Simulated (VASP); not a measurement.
Here is a VASP 6.6.1 calculation.

The input POSCAR:

```
Zn
1.0
   14.0000000000      0.0000000000      0.0000000000
    0.0000000000     14.4000000000      0.0000000000
    0.0000000000      0.0000000000     14.8000000000
Zn
1
Direct
    0.5000000000      0.5000000000      0.5000000000
```

Contents of INCAR.step1:

```
SYSTEM = Zn
PREC = Accurate ; ENCUT = 520
EDIFF = 1E-5 ; ISMEAR = -1
SIGMA = 0.01 ; LREAL = .False.
LASPH = .True. ; NELM = 150
ALGO = Normal ; ISIF = 2
LWAVE = .True. ; ISPIN = 2
MAGMOM = 0.01 ; LORBIT = 11
GGA = PE ; ISYM = 0
NBANDS = 16
```

The input INCAR.step2:

```
SYSTEM = Zn
PREC = Accurate ; ENCUT = 520
EDIFF = 1E-7 ; ISMEAR = -1
SIGMA = 0.01 ; LREAL = .False.
LASPH = .True. ; NELM = 150
ALGO = Normal ; ISIF = 2
LWAVE = .False. ; LCHARG = .True.
ISPIN = 2 ; MAGMOM = 0.01
LORBIT = 11 ; GGA = PE
LHFCALC = .True. ; AEXX = 0.25
PRECFOCK = Normal ; LELF = .True.
LVHAR = .True. ; ISTART = 1
ISYM = 0 ; NBANDS = 16
```

File KPOINTS:

```
Automatic mesh
0
Gamma
  1 1 1
  0 0 0
```

Potentials or basis: VASP PAW PBE potentials, release 64 (Zn).

Command:

```sh
$ cat potpaw_PBE.64/Zn/POTCAR > POTCAR
$ cp INCAR.step1 INCAR
$ mpirun -np 1 vasp_gam > vasp.out
$ cp INCAR.step2 INCAR
$ mpirun -np 1 vasp_gam > vasp.out
```

Task: Estimate the pressure.

Result: 0.0 GPa.

Task: Predict the band gap on the k mesh.

Result: 6.18 eV.

Task: What does it give for the net moment?

Result: 0.00 μB per cell.

Caveat: the PAW data sets were made with another functional, which shifts forces and pressure a little.
